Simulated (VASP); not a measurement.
# Se (P4/mmm) in VASP: a series of runs

Runs on Se. Level: PBE. Tasks: single point, relaxation of cell and atoms.

Program: VASP 6.6.1. These are calculated values, not measurements. Logs are shortened: lines on timing, memory, paths and dates and some standing lists are left out, and cuts for length are marked.

## 1. The cell of the first run

Symmetry: P4/mmm, No. 123, tetragonal system. The conventional cell has a = 4.939 Å, b = 4.939 Å, c = 2.307 Å, α = 90.00°, β = 90.00°, γ = 90.00°. Within 3.0 Å of Se (site symmetry 4/mmm) lie 6 Se at 2.31 to 2.47 Å. Within 3.0 Å of Se (site symmetry mmm) lie 4 Se at 2.31 to 2.47 Å.

## 2. Single point, PBE

INCAR

```
  PREC = Accurate
  ENCUT = 520
  EDIFF = 1E-6
  ISMEAR = 0
  SIGMA = 0.1
  LREAL = False
  LASPH = True
  NELM = 100
  ALGO = Normal
  ISIF = 2
  LWAVE = False
  LCHARG = True
  GGA = PE
  LELF = True
  LVHAR = True
  NBANDS = 16
```

KPOINTS

```
Automatic mesh
0
Gamma
  4 4 8
```

POSCAR

```
Se
1.0
    4.9390283200      0.0000000000      0.0000000000
    0.0000000000      4.9390283200      0.0000000000
    0.0000000000      0.0000000000      2.3073144500
Se
3
Direct
    0.0000000000      0.0000000000      0.0000000000
    0.0000000000      0.5000000000      0.0000000000
    0.5000000000      0.0000000000      0.0000000000
```

Potentials or basis: VASP PAW PBE potentials, release 64 (Se).

Started as:

```sh
$ cat potpaw_PBE.64/Se/POTCAR > POTCAR
$ mpirun -np 1 vasp_std > vasp.out
```

OUTCAR:

```text
PREC = Accurate
   ENCUT = 520
   EDIFF = 1E-6
   ISMEAR = 0
   LREAL = False
   LASPH = True
   NELM = 100
   ISIF = 2
   GGA = PE

 ion  position               nearest neighbor table
   1  0.000  0.000  0.000-   2 2.47   3 2.47   2 2.47   3 2.47
   2  0.000  0.500  0.000-   1 2.47   1 2.47
   3  0.500  0.000  0.000-   1 2.47   1 2.47

  LATTYP: Found a simple tetragonal cell.
 ALAT       =     4.9390283200
 C/A-ratio  =     0.4671595910

  Lattice vectors:

 A1 = (   4.9390283200,   0.0000000000,   0.0000000000)
 A2 = (   0.0000000000,   4.9390283200,   0.0000000000)
 A3 = (   0.0000000000,   0.0000000000,   2.3073144500)

Analysis of symmetry for initial positions (statically):
=====================================================================
 Subroutine PRICEL returns:
 Original cell was already a primitive cell.

 Routine SETGRP: Setting up the symmetry group for a
 simple tetragonal supercell.

 Subroutine GETGRP returns: Found 16 space group operations
 (whereof 16 operations were pure point group operations)
 out of a pool of 16 trial point group operations.

The static configuration has the point symmetry D_4h.

Analysis of symmetry for dynamics (positions and initial velocities):
=====================================================================
 Subroutine PRICEL returns:
 Original cell was already a primitive cell.

 Routine SETGRP: Setting up the symmetry group for a
 simple tetragonal supercell.

 Subroutine GETGRP returns: Found 16 space group operations
 (whereof 16 operations were pure point group operations)
 out of a pool of 16 trial point group operations.

The dynamic configuration has the point symmetry D_4h.

 Subroutine INISYM returns: Found 16 space group operations
 (whereof 16 operations are pure point group operations),
 and found     1 'primitive' translations

----------------------------------------------------------------------------------------

                                     Primitive cell

  volume of cell :      56.2846

  direct lattice vectors                    reciprocal lattice vectors
     4.939028320  0.000000000  0.000000000     0.202468975  0.000000000  0.000000000
     0.000000000  4.939028320  0.000000000     0.000000000  0.202468975  0.000000000
     0.000000000  0.000000000  2.307314450     0.000000000  0.000000000  0.433404298

  length of vectors
     4.939028320  4.939028320  2.307314450     0.202468975  0.202468975  0.433404298

  position of ions in fractional coordinates (direct lattice)
     0.000000000  0.000000000  0.000000000
     0.000000000  0.500000000  0.000000000
     0.500000000  0.000000000  0.000000000

  ion indices of the primitive-cell ions
   primitive index   ion index
                 1           1
                 2           2
                 3           3

----------------------------------------------------------------------------------------

 KPOINTS: Automatic mesh

Automatic generation of k-mesh.
 Grid dimensions read from file:
 generate k-points for:    4    4    8

 Generating k-lattice:

  Cartesian coordinates                     Fractional coordinates (reciprocal lattice)
     0.050617244  0.000000000  0.000000000     0.250000000  0.000000000  0.000000000
     0.000000000  0.050617244  0.000000000     0.000000000  0.250000000  0.000000000
     0.000000000  0.000000000  0.054175537     0.000000000  0.000000000  0.125000000

  Length of vectors
     0.050617244  0.050617244  0.054175537

  Shift w.r.t. Gamma in fractional coordinates (k-lattice)
     0.000000000  0.000000000  0.000000000

 Subroutine IBZKPT returns following result:
 ===========================================

 Found     30 irreducible k-points:

 Following reciprocal coordinates:
            Coordinates               Weight
  0.000000  0.000000  0.000000      1.000000
  0.250000  0.000000  0.000000      4.000000
  0.500000  0.000000  0.000000      2.000000
  0.250000  0.250000  0.000000      4.000000
  0.500000  0.250000  0.000000      4.000000
  0.500000  0.500000  0.000000      1.000000
[... 16 lines left out ...]
  0.500000  0.250000  0.375000      8.000000
  0.500000  0.500000  0.375000      2.000000
 [... further k-points ...]
   k-points           NKPTS =     30   k-points in BZ     NKDIM =     30   number of bands    NBANDS=     16
   number of dos      NEDOS =    301   number of ions     NIONS =      3
   total plane-waves  NPLWV =  28800
   dimension x,y,z NGX =    40 NGY =   40 NGZ =   18
   dimension x,y,z NGXF=    80 NGYF=   80 NGZF=   36
   ions per type =               3
   NGX,Y,Z   is equivalent  to a cutoff of  13.46, 13.46, 12.97 a.u.
   NGXF,Y,Z  is equivalent  to a cutoff of  26.93, 26.93, 25.94 a.u.
 SYSTEM =  unknown system
   PREC   = accura    normal or accurate (medium, high low for compatibility)
   ISTART =      0    job   : 0-new  1-cont  2-samecut
   ICHARG =      2    charge: 1-file 2-atom 10-const
   ISPIN  =      1    spin polarized calculation?
   LNONCOLLINEAR =      F non collinear calculations
   LSORBIT =      F    spin-orbit coupling
   LASPH  =      T    aspherical Exc in radial PAW
   ENCUT  =  520.0 eV  38.22 Ry    6.18 a.u.   9.18  9.18  4.29*2*pi/ulx,y,z
   NELM   =    100;   NELMIN=  2; NELMDL= -5     # of ELM steps
   EDIFF  = 0.1E-05   stopping-criterion for ELM
   LREAL  =      F    real-space projection
   EDIFFG = 0.1E-04   stopping-criterion for IOM
   NSW    =      0    number of steps for IOM
   IBRION =     -1    ionic relax: 0-MD 1-quasi-New 2-CG
   NFREE  =      0    steps in history (QN), initial steepest desc. (CG)
   ISIF   =      2    stress and relaxation
   ISYM   =      2    0-nonsym 1-usesym 2-fastsym
   POTIM  = 0.5000    time-step for ionic-motion
   TEBEG  =    0.0;   TEEND  =   0.0 temperature during run
   PSTRESS=    0.0 pullay stress
   NELECT =      18.0000    total number of electrons
   NUPDOWN=      -1.0000    fix difference up-down
   EMIN   =  10.00;   EMAX   =-10.00  energy-range for DOS
   EFERMI =   0.00;   METHOD = LEGACY
   ISMEAR =     0;   SIGMA  =   0.10  broadening in eV -4-tet -1-fermi 0-gaus
   EFERMI_NEDOS =   21; number of points for ismear=-14 and -15
   IALGO  =     38    algorithm
   IMIX   =      4    mixing-type and parameters
     AMIX     =   0.40;   BMIX     =  1.00
     AMIX_MAG =   1.60;   BMIX_MAG =  1.00
  volume/ion in A,a.u.               =      18.76       126.61
  Fermi-wavevector in a.u.,A,eV,Ry     =   1.119530  2.115605 17.052826  1.253347
  Thomas-Fermi vector in A             =   2.256170
   LORBIT       =      0    0 simple, 1 ext, 2 COOP (PROOUT), +10 PAW based schemes
   GGA     = PE    functional components
   LHFCALC =     F    Hartree Fock is set to
   AEXX    =    0.0000 exact exchange contribution
   IVDW    =     0    specifies the selected vdW correction
   LEPSILON=     F    determine dielectric tensor
   LRPA    =     F    only Hartree local field effects (RPA)
 non-spin polarized calculation
 Gauss-broadening in eV      SIGMA  =   0.10
  energy-cutoff  :      520.00
  volume of cell :       56.28
 maximum number of plane-waves:      1536
 NGX is ok and might be reduce to    40
   NGX = 19   NGY = 19   NGZ =  9

 number of electron      18.0000001 magnetization

 Free energy of the ion-electron system (eV)
  ---------------------------------------------------
  ext. energy  EPLUGINS =         0.00000000
  ---------------------------------------------------
  free energy    TOTEN  =        -6.78966881 eV

  energy without entropy =       -6.78291999  energy(sigma->0) =       -6.78629440

 E-fermi :   7.1078     XC(G=0): -10.4182

 val. band max:        7.0791583926   @ k =   0.2500   0.0000   0.0000
 cond. band min:       7.2133109560   @ k =   0.2500   0.2500   0.1250
 fundamental gap:      0.1341525634
 Fermi energy:         7.1077809063

 k-point     1 :       0.0000    0.0000    0.0000
  band No.  band energies     occupation
      1     -12.8958      2.00000
      2      -9.2104      2.00000
      3      -7.3390      2.00000
      4      -3.1287      2.00000
      5      -3.1287      2.00000
      6       3.1274      2.00000
[... 8 lines left out ...]
     15      15.7761      0.00000
     16      16.8297      0.00000

 k-point     2 :       0.2500    0.0000    0.0000
  band No.  band energies     occupation
      1     -12.6829      2.00000
      2      -9.5741      2.00000
      3      -7.9035      2.00000
      4      -3.0413      2.00000
      5      -1.3665      2.00000
      6       2.6013      2.00000
[... 8 lines left out ...]
     15      16.5445      0.00000
     16      18.0986      0.00000

 k-point     3 :       0.5000    0.0000    0.0000
  band No.  band energies     occupation
      1     -12.3969      2.00000
      2     -10.1014      2.00000
      3      -8.1548      2.00000
      4      -2.9468      2.00000
      5       1.3062      2.00000
      6       2.1539      2.00000
[... 8 lines left out ...]
     15      15.3856      0.00000
     16      15.8839      0.00000

 k-point     4 :       0.2500    0.2500    0.0000
  band No.  band energies     occupation
      1     -12.4471      2.00000
      2      -9.6914      2.00000
      3      -8.7032      2.00000
      4      -1.4627      2.00000
      5      -1.1033      2.00000
      6       1.5395      2.00000
[... 8 lines left out ...]
     15      16.1480      0.00000
     16      18.0441      0.00000
[... 324 lines left out ...]
 k-point    22 :       0.2500    0.2500    0.3750
  band No.  band energies     occupation
      1      -8.7528      2.00000
      2      -5.9553      2.00000
      3      -4.9642      2.00000
      4      -0.9049      2.00000
      5       1.1937      2.00000
      6       1.5117      2.00000
[... 8 lines left out ...]
     15      14.0226      0.00000
     16      14.4624      0.00000

 k-point    23 :       0.5000    0.2500    0.3750
  band No.  band energies     occupation
      1      -8.4205      2.00000
      2      -6.3681      2.00000
      3      -5.3836      2.00000
      4      -0.6264      2.00000
      5       1.1803      2.00000
      6       1.4258      2.00000
[... 8 lines left out ...]
     15      14.7723      0.00000
     16      15.6830      0.00000

 k-point    24 :       0.5000    0.5000    0.3750
  band No.  band energies     occupation
      1      -7.9641      2.00000
      2      -6.3521      2.00000
      3      -6.3521      2.00000
      4      -0.2625      2.00000
      5       1.1985      2.00000
      6       1.1985      2.00000
[... 8 lines left out ...]
     15      14.8514      0.00000
     16      15.5826      0.00000

 [... further k-points ...]
[... 5 lines left out ...]
  --------------------------------------------------------------------------------------
  -------------------------------------------------------------------------------------
  Total       10.7838561     10.7838561     29.5407409      0.0000000     -0.0000000      0.0000000
  in kB      306.9692330    306.9692330    840.8957314      0.0000000     -0.0000000      0.0000000
  external PRESSURE =     484.9447324 kB  Pullay stress =       0.0000000 kB

 VOLUME and BASIS-vectors are now :
 -----------------------------------------------------------------------------
  energy-cutoff  :      520.00
  volume of cell :       56.28
      direct lattice vectors                 reciprocal lattice vectors
     4.939028320  0.000000000  0.000000000     0.202468975  0.000000000  0.000000000
     0.000000000  4.939028320  0.000000000     0.000000000  0.202468975  0.000000000
     0.000000000  0.000000000  2.307314450     0.000000000  0.000000000  0.433404298

 POSITION                                       TOTAL-FORCE (eV/Angst)
 -----------------------------------------------------------------------------------
      0.00000      0.00000      0.00000         0.000000      0.000000      0.000000
      0.00000      2.46951      0.00000         0.000000      0.000000      0.000000
      2.46951      0.00000      0.00000         0.000000      0.000000      0.000000
 -----------------------------------------------------------------------------------
    total drift:                                0.000000      0.000000     -0.000000

  FREE ENERGIE OF THE ION-ELECTRON SYSTEM (eV)
  ---------------------------------------------------
  free  energy   TOTEN  =        -6.7896688113 eV

  energy  without entropy=       -6.7829199917  energy(sigma->0) =       -6.78629440
```

Wall time 20 s (1 thread of Intel Xeon 6975P-C (Granite Rapids), shared host); peak memory 0.17 GiB.

What came out:

```
Free energy            : -6.7897 eV
Pressure               : 48.5 GPa
Band gap on the k mesh : zero (band 9 reaches 10.22 eV, above the bottom of band 10 at 5.86 eV)
```

Stress tensor (GPa, compression positive):
```
30.70  0.00  0.00
 0.00 30.70  0.00
 0.00  0.00 84.09
```

## 3. Single point, PBE

This run uses another cell than the first one, of 27.00 Å³/atom, 1.439 times its volume.

INCAR

```
SYSTEM = Se
PREC = Accurate ; ENCUT = 520
EDIFF = 1E-6 ; ISMEAR = 0
SIGMA = 0.1 ; LREAL = .False.
LASPH = .True. ; NELM = 80
ALGO = Normal ; ISIF = 2
LWAVE = .False. ; LCHARG = .False.
GGA = PE ; NBANDS = 16
```

KPOINTS

```
regular mesh
0
Gamma
  4 4 8
  0 0 0
```

POSCAR

```
Se
1.0
    5.4648995009      0.0000000000      0.0000000000
    0.0000000000      5.4648995009      0.0000000000
    0.0000000000      0.0000000000      2.7123356486
Se
3
Direct
    0.0000000000      0.0000000000      0.0000000000
    0.0000000000      0.5000000000      0.0000000000
    0.5000000000      0.0000000000      0.0000000000
```

Potentials or basis: VASP PAW PBE potentials, release 64 (Se).

Started as:

```sh
$ cat potpaw_PBE.64/Se/POTCAR > POTCAR
$ mpirun -np 1 vasp_std > vasp.out
```

OUTCAR:

```text
SYSTEM = Se
   PREC = Accurate
   ENCUT = 520
   EDIFF = 1E-6
   ISMEAR = 0
   LREAL = .False.
   LASPH = .True.
   NELM = 80
   ISIF = 2
   GGA = PE

 ion  position               nearest neighbor table
   1  0.000  0.000  0.000-   2 2.73   3 2.73   2 2.73   3 2.73
   2  0.000  0.500  0.000-   1 2.73   1 2.73
   3  0.500  0.000  0.000-   1 2.73   1 2.73

  LATTYP: Found a simple tetragonal cell.
 ALAT       =     5.4648995009
 C/A-ratio  =     0.4963194013

  Lattice vectors:

 A1 = (   5.4648995009,   0.0000000000,   0.0000000000)
 A2 = (   0.0000000000,   5.4648995009,   0.0000000000)
 A3 = (   0.0000000000,   0.0000000000,   2.7123356486)

Analysis of symmetry for initial positions (statically):
=====================================================================
 Subroutine PRICEL returns:
 Original cell was already a primitive cell.

 Routine SETGRP: Setting up the symmetry group for a
 simple tetragonal supercell.

 Subroutine GETGRP returns: Found 16 space group operations
 (whereof 16 operations were pure point group operations)
 out of a pool of 16 trial point group operations.

The static configuration has the point symmetry D_4h.
[... 159 lines left out ...]
  ---------------------------------------------------
  free energy    TOTEN  =        -9.86986562 eV

  energy without entropy =       -9.86478072  energy(sigma->0) =       -9.86732317

 E-fermi :   2.5206     XC(G=0):  -8.8366

 val. band max:        2.4767297196   @ k =   0.5000   0.0000   0.5000
 cond. band min:       2.6155793938   @ k =   0.0000   0.0000   0.2500
 fundamental gap:      0.1388496743
 Fermi energy:         2.5206453633

 k-point     1 :       0.0000    0.0000    0.0000
  band No.  band energies     occupation
      1     -13.2834      2.00000
      2     -10.8283      2.00000
      3      -9.7042      2.00000
      4      -3.9310      2.00000
      5      -3.9310      2.00000
      6       0.6788      2.00000
[... 433 lines left out ...]
      3      -9.2347      2.00000
      4      -2.3468      2.00000
      5      -1.2660      2.00000
      6      -1.2660      2.00000
[... 8 lines left out ...]
     15      10.8870      0.00000
     16      11.1368      0.00000

 [... further k-points ...]
[... 5 lines left out ...]
  --------------------------------------------------------------------------------------
  -------------------------------------------------------------------------------------
  Total        0.0252663      0.0252663      0.0402243      0.0000000      0.0000000      0.0000000
  in kB        0.4997412      0.4997412      0.7955936      0.0000000      0.0000000      0.0000000
  external PRESSURE =       0.5983587 kB  Pullay stress =       0.0000000 kB

 VOLUME and BASIS-vectors are now :
 -----------------------------------------------------------------------------
  energy-cutoff  :      520.00
  volume of cell :       81.00
      direct lattice vectors                 reciprocal lattice vectors
     5.464899501  0.000000000  0.000000000     0.182985982  0.000000000  0.000000000
     0.000000000  5.464899501  0.000000000     0.000000000  0.182985982  0.000000000
     0.000000000  0.000000000  2.712335649     0.000000000  0.000000000  0.368685933

 POSITION                                       TOTAL-FORCE (eV/Angst)
 -----------------------------------------------------------------------------------
      0.00000      0.00000      0.00000         0.000000      0.000000      0.000000
      0.00000      2.73245      0.00000         0.000000      0.000000      0.000000
      2.73245      0.00000      0.00000         0.000000      0.000000      0.000000
 -----------------------------------------------------------------------------------
    total drift:                                0.000000      0.000000     -0.000000

  FREE ENERGIE OF THE ION-ELECTRON SYSTEM (eV)
  ---------------------------------------------------
  free  energy   TOTEN  =        -9.8698656183 eV

  energy  without entropy=       -9.8647807212  energy(sigma->0) =       -9.86732317
```

OSZICAR:

```text
N       E                     dE             d eps       ncg     rms          rms(c)
DAV:   1     0.804053623903E+02    0.80405E+02   -0.73276E+03   960   0.948E+02
DAV:   2    -0.480465419258E+01   -0.85210E+02   -0.79243E+02  1328   0.156E+02
DAV:   3    -0.998478349812E+01   -0.51801E+01   -0.51529E+01  1192   0.415E+01
DAV:   4    -0.100230904054E+02   -0.38307E-01   -0.38303E-01  1224   0.423E+00
DAV:   5    -0.100233794581E+02   -0.28905E-03   -0.28905E-03  1256   0.364E-01    0.614E+00
DAV:   6    -0.986839457944E+01    0.15498E+00   -0.30407E-01  1184   0.329E+00    0.382E+00
DAV:   7    -0.986914168761E+01   -0.74711E-03   -0.55287E-02  1264   0.124E+00    0.178E+00
DAV:   8    -0.986982789397E+01   -0.68621E-03   -0.56873E-03  1200   0.438E-01    0.147E-01
DAV:   9    -0.986978354913E+01    0.44345E-04   -0.36045E-04  1248   0.141E-01    0.624E-02
DAV:  10    -0.986985048171E+01   -0.66933E-04   -0.13806E-04  1080   0.670E-02    0.206E-02
DAV:  11    -0.986986376441E+01   -0.13283E-04   -0.27350E-05  1168   0.353E-02    0.119E-02
DAV:  12    -0.986986521009E+01   -0.14457E-05   -0.71832E-06  1064   0.185E-02    0.367E-03
DAV:  13    -0.986986561834E+01   -0.40825E-06   -0.89210E-07  1024   0.592E-03
   1 F= -.98698656E+01 E0= -.98673232E+01  d E =-.508490E-02
```

stdout:

```text
POSCAR found type information on POSCAR Se
 POSCAR found :  1 types and       3 ions
 scaLAPACK will be used
 LDA part: xc-table for (Slater+PW92), standard interpolation
 POSCAR, INCAR and KPOINTS ok, starting setup
 FFT: planning ... GRIDC
 FFT: planning ... GRID_SOFT
 FFT: planning ... GRID
 WAVECAR not read
 entering main loop
```

Wall time 24 s (1 thread of Intel Xeon 6975P-C (Granite Rapids), shared host); peak memory 0.18 GiB.

Results:

```
Free energy            : -9.8699 eV
Pressure               : 0.1 GPa
Band gap on the k mesh : zero (band 9 reaches 5.49 eV, above the bottom of band 10 at 1.54 eV)
```

[end of part 1 of 2]
